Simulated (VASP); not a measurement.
The system is La.

```xyz
4
Lattice="3.7700 0.0000 0.0000 -1.8850 3.2649 0.0000 0.0000 0.0000 12.1590" Properties=species:S:1:pos:R:3 pbc="T T T"
La    1.8850    1.0883    3.0398
La    0.0000    2.1766    9.1193
La    0.0000    0.0000    6.0795
La    0.0000    0.0000    0.0000
```

| Property | Result |
| --- | --- |
| Program | VASP 6.6.1 |
| Task | relaxation of cell and atoms |
| Functional | revPBE |
| Potentials or basis | VASP PAW PBE potentials, release 64 (La) |
| Cutoff | 600 eV |
| k mesh | 8 × 8 × 3 |
| Occupations | fermi-dirac, width 0.05 eV |
| Spin | no spin polarisation |

At the start: pressure 0.7 GPa; volume 37.42 Å³/atom.

Task: How do energy, volume and symmetry change on relaxing?

Result: Over 5 steps the energy falls by 2.8 meV/atom and the volume is 38.61 Å³/atom (+3.2 %); space group P6_3/mmc (No. 194, to 0.1 Å) before and after.

The path:
```tsv
step	energy change (eV)	largest force (eV/Å)	pressure (GPa)	volume (Å³)
1	0.0000	0.0000	0.74	149.66
2	-0.0109	0.0000	0.14	153.43
3	-0.0113	0.0000	0.05	154.12
4	-0.0108	0.0000	-0.17	155.52
5	-0.0114	0.0000	-0.02	154.45
```

Final structure:
```
CELL_PARAMETERS angstrom
3.81043 0.00000 0.00000
-1.90521 3.29993 0.00000
0.00000 0.00000 12.28298
ATOMIC_POSITIONS crystal
La 0.66667 0.33333 0.25000
La 0.33333 0.66667 0.75000
La 0.00000 0.00000 0.50000
La 0.00000 0.00000 0.00000
```

Caveat: the PAW data sets were made with another functional, which shifts forces and pressure a little.
